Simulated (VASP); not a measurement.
# Al3InSb4 (P1) in VASP: relaxation of cell and atoms with PBE

Aim: the relaxation of cell and atoms of Al3InSb4 with PBE.

Everything below comes from runs of VASP 6.6.1. Logs are shortened: lines on timing, memory, paths and dates and some standing lists are left out, and cuts for length are marked.

## 1. The cell of the first run

The typed cell holds 8 atoms: a = 4.469 Å, b = 6.318 Å, c = 8.807 Å, α = 88.10°, β = 90.86°, γ = 89.00°.

## 2. Relaxation of cell and atoms, PBE

INCAR

```
SYSTEM = Al3InSb4
  ALGO = Normal
  EDIFF = 1E-6
  EDIFFG = -0.025
  ENCUT = 600
  GGA = PE
  IBRION = 2
  ISIF = 3
  ISMEAR = 0
  LASPH = .TRUE.
  LCHARG = .FALSE.
  LREAL = .FALSE.
  LWAVE = .FALSE.
  NELM = 100
  NSW = 80
  PREC = Accurate
  SIGMA = 0.1
```

KPOINTS

```
k-points
0
G
  4 2 2
  0 0 0
```

POSCAR

```
Al3InSb4
1.0
   -4.4684865440      0.0338089193     -0.0392058951
   -0.0553823230     -0.1042004016     -6.3166958062
    0.0675916666     -8.8057093565     -0.1474726428
Al In Sb
3 1 4
Direct
   -0.0013138221     -0.0042396032     -0.0009075706
    0.5050671603      0.5021722015      0.7573023262
    0.5032776965      0.5033155560      0.2337610725
   -0.0170851661     -0.0035970548      0.5033612248
    0.5037623924      0.7553253874      0.0006712100
   -0.0214021674      0.2597417573      0.7719058016
    0.5415625868      0.7242842659      0.4939849160
   -0.0138686805      0.2629974899      0.2399210195
```

Potentials or basis: VASP PAW PBE potentials, release 64 (Al, In_d, Sb).

Run with:

```
$ cat potpaw_PBE.64/Al/POTCAR potpaw_PBE.64/In_d/POTCAR potpaw_PBE.64/Sb/POTCAR > POTCAR
$ mpirun -np 1 vasp_std > vasp.out
```

OUTCAR:

```text
SYSTEM = Al3InSb4
   EDIFF = 1E-6
   EDIFFG = -0.025
   ENCUT = 600
   GGA = PE
   IBRION = 2
   ISIF = 3
   ISMEAR = 0
   LASPH = .TRUE.
   LREAL = .FALSE.
   NELM = 100
   NSW = 80
   PREC = Accurate

 ion  position               nearest neighbor table
   1  0.999  0.996  0.999-   6 2.56   5 2.70   5 2.70   8 2.76
   2  0.505  0.502  0.757-   6 2.59   7 2.68   5 2.72   6 2.83
   3  0.503  0.503  0.234-   5 2.56   8 2.62   7 2.73   8 2.79
   4  0.983  0.996  0.503-   7 2.64   8 2.82   6 2.94   7 3.01
   5  0.504  0.755  0.001-   3 2.56   1 2.70   1 2.70   2 2.72
   6  0.979  0.260  0.772-   1 2.56   2 2.59   2 2.83   4 2.94
   7  0.542  0.724  0.494-   4 2.64   2 2.68   3 2.73   4 3.01
   8  0.986  0.263  0.240-   3 2.62   1 2.76   3 2.79   4 2.82

  LATTYP: Found a triclinic cell.
 ALAT       =     7.6747257294
 B/A-ratio  =     0.5822731112
 C/A-ratio  =     1.4342949838
 COS(alpha) =     0.0020808065
 COS(beta)  =     0.4955171740
 COS(gamma) =     0.5679392590

  Lattice vectors:

 A1 = (   4.4131042210,  -0.1380093209,  -6.2774899111)
 A2 = (   4.4684865440,  -0.0338089193,   0.0392058951)
 A3 = (   0.0122093436,  -8.9099097581,  -6.4641684490)

Analysis of symmetry for initial positions (statically):
=====================================================================
 Subroutine PRICEL returns:
 Original cell was already a primitive cell.

 Routine SETGRP: Setting up the symmetry group for a
 triclinic supercell.

 Subroutine GETGRP returns: Found  1 space group operations
 (whereof  1 operations were pure point group operations)
 out of a pool of  2 trial point group operations.

The static configuration has the point symmetry C_1 .

Analysis of symmetry for dynamics (positions and initial velocities):
=====================================================================
 Subroutine PRICEL returns:
 Original cell was already a primitive cell.

 Routine SETGRP: Setting up the symmetry group for a
 triclinic supercell.

 Subroutine GETGRP returns: Found  1 space group operations
 (whereof  1 operations were pure point group operations)
 out of a pool of  2 trial point group operations.

The dynamic configuration has the point symmetry C_1 .

 Subroutine INISYM returns: Found  1 space group operations
 (whereof  1 operations are pure point group operations),
 and found     1 'primitive' translations

----------------------------------------------------------------------------------------

                                     Primitive cell

  volume of cell :     248.4478
[... 85 lines left out ...]
   LASPH  =      T    aspherical Exc in radial PAW
   ENCUT  =  600.0 eV  44.10 Ry    6.64 a.u.   8.93 12.62 17.59*2*pi/ulx,y,z
   NELM   =    100;   NELMIN=  2; NELMDL= -5     # of ELM steps
   EDIFF  = 0.1E-05   stopping-criterion for ELM
   LREAL  =      F    real-space projection
   EDIFFG = -.3E-01   stopping-criterion for IOM
   NSW    =     80    number of steps for IOM
   IBRION =      2    ionic relax: 0-MD 1-quasi-New 2-CG
   NFREE  =      1    steps in history (QN), initial steepest desc. (CG)
   ISIF   =      3    stress and relaxation
   ISYM   =      2    0-nonsym 1-usesym 2-fastsym
   POTIM  = 0.5000    time-step for ionic-motion
   TEBEG  =    0.0;   TEEND  =   0.0 temperature during run
   PSTRESS=    0.0 pullay stress
   NELECT =      42.0000    total number of electrons
   NUPDOWN=      -1.0000    fix difference up-down
   EMIN   =  10.00;   EMAX   =-10.00  energy-range for DOS
   EFERMI =   0.00;   METHOD = LEGACY
   ISMEAR =     0;   SIGMA  =   0.10  broadening in eV -4-tet -1-fermi 0-gaus
   EFERMI_NEDOS =   21; number of points for ismear=-14 and -15
   IALGO  =     38    algorithm
   IMIX   =      4    mixing-type and parameters
     AMIX     =   0.40;   BMIX     =  1.00
     AMIX_MAG =   1.60;   BMIX_MAG =  1.00
  volume/ion in A,a.u.               =      31.06       209.58
  Fermi-wavevector in a.u.,A,eV,Ry     =   0.905203  1.710587 11.148523  0.819393
  Thomas-Fermi vector in A             =   2.028743
   LORBIT       =      0    0 simple, 1 ext, 2 COOP (PROOUT), +10 PAW based schemes
   GGA     = PE    functional components
   LHFCALC =     F    Hartree Fock is set to
   AEXX    =    0.0000 exact exchange contribution
   IVDW    =     0    specifies the selected vdW correction
   LEPSILON=     F    determine dielectric tensor
   LRPA    =     F    only Hartree local field effects (RPA)
 conjugate gradient relaxation of ions
 non-spin polarized calculation
 Gauss-broadening in eV      SIGMA  =   0.10
  energy-cutoff  :      600.00
  volume of cell :      248.45
 maximum number of plane-waves:      8316
 NGX is ok and might be reduce to    36
   NGX = 17   NGY = 25   NGZ = 35

--------------------------------------- Ionic step        1  -------------------------------------------

 number of electron      41.9999995 magnetization

 Free energy of the ion-electron system (eV)
  ---------------------------------------------------
  ext. energy  EPLUGINS =         0.00000000
  ---------------------------------------------------
  free energy    TOTEN  =       -30.84813440 eV

  energy without entropy =      -30.84813411  energy(sigma->0) =      -30.84813425

 E-fermi :   5.0472     XC(G=0):  -8.5416

 val. band max:        4.7239387216   @ k =   0.0000   0.0000   0.0000
 cond. band min:       5.3651518906   @ k =  -0.0000   0.5000   0.0000
 fundamental gap:      0.6412131690
 Fermi energy:         5.0471902147

 k-point     1 :       0.0000    0.0000    0.0000
  band No.  band energies     occupation
      1      -9.8352      2.00000
      2      -9.7552      2.00000
      3      -9.7380      2.00000
      4      -9.6942      2.00000
      5      -9.6868      2.00000
      6      -5.9788      2.00000
[... 456 lines left out ...]
  FREE ENERGIE OF THE ION-ELECTRON SYSTEM (eV)
  ---------------------------------------------------
  free  energy   TOTEN  =       -31.2297230505 eV

  energy  without entropy=      -31.2297084448  energy(sigma->0) =      -31.22971575

[... ionic steps 4 to 17 ...]

--------------------------------------- Ionic step       18  -------------------------------------------

 number of electron      42.0000001 magnetization

------------------------ aborting loop because EDIFF is reached ----------------------------------------
[... 79 lines left out ...]
--------------------------------------- Ionic step       20  -------------------------------------------

 number of electron      42.0000003 magnetization

 Free energy of the ion-electron system (eV)
  ---------------------------------------------------
  ext. energy  EPLUGINS =         0.00000000
  ---------------------------------------------------
  free energy    TOTEN  =       -31.34426820 eV

  energy without entropy =      -31.34426819  energy(sigma->0) =      -31.34426819

 E-fermi :   4.8228     XC(G=0):  -8.4657

 val. band max:        4.4535968504   @ k =   0.0000   0.0000   0.0000
 cond. band min:       5.1898293552   @ k =   0.0000   0.0000   0.0000
 fundamental gap:      0.7362325048
 Fermi energy:         4.8227916743

 k-point     1 :       0.0000    0.0000    0.0000
  band No.  band energies     occupation
      1      -9.9229      2.00000
      2      -9.9019      2.00000
      3      -9.8879      2.00000
      4      -9.8380      2.00000
      5      -9.8295      2.00000
      6      -6.0081      2.00000
[... 372 lines left out ...]
  FREE ENERGIE OF THE ION-ELECTRON SYSTEM (eV)
  ---------------------------------------------------
  free  energy   TOTEN  =       -31.3442681991 eV

  energy  without entropy=      -31.3442681891  energy(sigma->0) =      -31.34426819

 reached required accuracy - stopping structural energy minimisation
```

CONTCAR:

```text
Al3InSb4
   1.00000000000000
    -4.5009261266618354    0.0003598033470371   -0.0016578211045011
    -0.0022295656461245   -0.0010043159362894   -6.2489063335294484
    -0.0006481153818108   -9.0066711297716235   -0.0031369682491787
  Al              In              Sb
     3     1     4
Direct
     0.9992378263092688    0.0019746234265670    0.9999879944509324
     0.4993333188580941    0.5000998666947049    0.7563621804721176
     0.4993823219629251    0.5001133652360851    0.2435516851319741
     0.0016659672653487    0.9988119859053675    0.5000703684166058
     0.4994389643951896    0.7569062674725081    0.9999631390444611
     0.9996174571418740    0.2590798537989900    0.7602739050829910
     0.5017223614184297    0.7242189769760279    0.4999325300747764
     0.9996017825488607    0.2587950604897563    0.2398581973261487

  0.00000000E+00  0.00000000E+00  0.00000000E+00
  0.00000000E+00  0.00000000E+00  0.00000000E+00
  0.00000000E+00  0.00000000E+00  0.00000000E+00
  0.00000000E+00  0.00000000E+00  0.00000000E+00
  0.00000000E+00  0.00000000E+00  0.00000000E+00
  0.00000000E+00  0.00000000E+00  0.00000000E+00
  0.00000000E+00  0.00000000E+00  0.00000000E+00
  0.00000000E+00  0.00000000E+00  0.00000000E+00
```

Run time: 27 min. Hardware: 1 thread of AMD EPYC 7R13, shared host; peak memory 0.4 GiB.

What came out:

| Quantity | Value |
| --- | --- |
| Free energy | -31.3443 eV |
| Relaxed volume | 31.67 Å³/atom |
| Relaxed cell | a = 4.501 Å, b = 6.249 Å, c = 9.007 Å, α = 89.97°, β = 90.00°, γ = 89.96° |
| Space group after relaxing (to 0.05 Å) | Pmm2 (No. 25) |
| Energy gained by relaxing | 62.0 meV/atom |
| Ionic steps | 20 |
| Pressure after relaxing | 0.0 GPa |
| Largest force after relaxing | 0.025 eV/Å |
| Band gap on the k mesh | 0.74 eV, direct |

Forces in eV/Å, atoms in the order of the input:
```
Al  -0.004 -0.005  0.024
Al  -0.005 -0.002 -0.004
Al  -0.003 -0.003  0.005
In   0.003 -0.006 -0.013
Sb   0.000  0.004 -0.017
Sb   0.002  0.004  0.000
Sb   0.008  0.000  0.015
Sb   0.000  0.009 -0.011
```

Step by step:
```
step  energy change (eV)  largest force (eV/Å)  pressure (GPa)  volume (Å³)
   1              0.0000                1.7907            1.57       248.45
   2             -0.3810                0.7160           -1.03       259.44
   3             -0.3816                0.7369           -0.95       258.94
   4             -0.4682                0.3332           -0.10       253.61
   5             -0.4763                0.1947            0.29       251.51
   6             -0.4861                0.1155           -0.01       253.13
   7             -0.4867                0.1314           -0.10       253.66
   8             -0.4911                0.0760           -0.07       253.46
   9             -0.4918                0.0615           -0.04       253.35
  10             -0.4929                0.0409            0.04       252.89
  11             -0.4930                0.0416            0.07       252.71
  12             -0.4936                0.0422           -0.01       253.16
  13             -0.4938                0.0474           -0.07       253.54
  14             -0.4943                0.0375           -0.06       253.43
  15             -0.4949                0.0387           -0.01       253.20
  16             -0.4944                0.0807            0.08       252.73
  17             -0.4950                0.0493            0.02       253.06
  18             -0.4956                0.0418            0.02       253.12
  19             -0.4957                0.0419            0.01       253.16
  20             -0.4961                0.0247           -0.02       253.32
```

Final structure:
```xyz
8
Lattice="-4.5009 0.0004 -0.0017 -0.0022 -0.0010 -6.2489 -0.0006 -9.0067 -0.0031" Properties=species:S:1:pos:R:3 pbc="T T T"
Al   -4.4981   -9.0062   -0.0171
Al   -2.2491   -6.8126   -3.1283
Al   -2.2490   -2.1939   -3.1268
In   -0.0100   -4.5050   -6.2431
Sb   -2.2503   -9.0069   -4.7338
Sb   -4.5003   -6.8474   -1.6230
Sb   -2.2602   -4.5033   -4.5280
Sb   -4.4999   -2.1602   -1.6196
```

Caveat: the k points lie up to 0.50 Å⁻¹ apart in the final cell; spin-orbit coupling is left out, which moves the levels of the heavy elements.
